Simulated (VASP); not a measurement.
Ir: relaxation of cell and atoms with revPBE

The system is Ir.

```
Ir
1.0
     0.00000    1.91560    1.91560
     1.91560    0.00000    1.91560
     1.91560    1.91560    0.00000
Ir
1
Direct
  0.00000 0.00000 0.00000
```

```json
{
  "Program": "VASP 6.6.1",
  "Task": "relaxation of cell and atoms",
  "Functional": "revPBE",
  "Potentials or basis": "VASP PAW PBE potentials, release 64 (Ir)",
  "Cutoff": "600 eV",
  "k mesh": "12 × 12 × 12",
  "Occupations": "fermi-dirac, width 0.05 eV",
  "Spin": "no spin polarisation",
  "Dipole correction": "no",
  "Further INCAR settings": "ALGO = Normal; EDIFF = 1e-06; IBRION = 2; EDIFFG = -0.02; NSW = 80; ISIF = 3"
}
```

- Relaxed volume: 14.63 Å³/atom
- Relaxed cell: a = 2.745 Å, b = 2.745 Å, c = 2.745 Å, α = 60.00°, β = 60.00°, γ = 60.00°
- Space group after relaxing (to 0.05 Å): Fm-3m (No. 225)
- Energy gained by relaxing: 25.2 meV/atom
- Ionic steps: 4
- Pressure after relaxing: -0.1 GPa

Step by step:
| step | energy change (eV) | largest force (eV/Å) | pressure (GPa) | volume (Å³) |
| --- | --- | --- | --- | --- |
| 1 | 0.0000 | 0.0000 | 14.85 | 14.06 |
| 2 | 0.2475 | 0.0000 | -33.31 | 16.88 |
| 3 | -0.0251 | 0.0000 | -0.86 | 14.67 |
| 4 | -0.0252 | 0.0000 | -0.08 | 14.63 |

Final structure:
```
Ir
1.0
     0.00000    1.94121    1.94121
     1.94121    0.00000    1.94121
     1.94121    1.94121    0.00000
Ir
1
Direct
  0.00000 0.00000 0.00000
```

Levels at points of the mesh, in eV from the Fermi level:
| k point | band 1 | band 2 | band 3 | band 4 | band 5 | band 6 | band 7 | band 8 |
| --- | --- | --- | --- | --- | --- | --- | --- | --- |
| (0.00, 0.00, 0.00) | -10.76 | -3.71 | -3.71 | -3.71 | -1.17 | -1.17 | 14.35 | 19.75 |
| (0.50, 0.00, 0.00) | -7.76 | -3.81 | -3.81 | -0.69 | 0.81 | 0.81 | 6.92 | 13.89 |
| (0.50, 0.50, 0.00) | -7.55 | -6.99 | 0.78 | 1.36 | 1.36 | 1.70 | 10.06 | 11.54 |

It took 55 s on 1 thread of AMD EPYC 7R13 (shared host), peak memory 0.13 GiB.

Caveat: the PAW data sets were made with another functional, which shifts forces and pressure a little; spin-orbit coupling is left out, which moves the levels of the heavy elements. revPBE gives volumes clearly too large for solids.
